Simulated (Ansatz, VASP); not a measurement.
# CuAu in VASP and in Ansatz

```
CELL_PARAMETERS angstrom
1.44306 0.83315 4.25617
-1.44306 0.83315 4.25617
0.00000 -1.66630 4.25617
ATOMIC_POSITIONS crystal
Au 0.00000 0.00000 0.00000
Cu 0.50000 0.50000 0.50000
```

Alike in both runs: task single point; functional PBE; k mesh 11 × 11 × 11; occupations fermi-dirac, width 0.05 eV; no spin polarisation.

|  | VASP | Ansatz |
| --- | --- | --- |
| version | VASP 6.6.1 | Ansatz 0.2.0 |
| potentials or method | VASP PAW PBE potentials, release 64 (Au, Cu), cutoff 520 eV | all-electron LAPW, scalar-relativistic |

VASP gave:

* gap on the k mesh at the Fermi level (eV): none
* pressure (GPa): -0.3
* traceless stress, the component that is largest in VASP (GPa): 1.26

Q: Which values does Ansatz return?

A: gap on the k mesh at the Fermi level (eV): none; pressure (GPa): -0.4; traceless stress, the component that is largest in VASP (GPa): 1.17.

A gap of «none» marks a metal or a gap that the smearing closes. Ansatz ran all-electron here, and VASP with PAW potentials.

Spin-orbit coupling is off throughout.
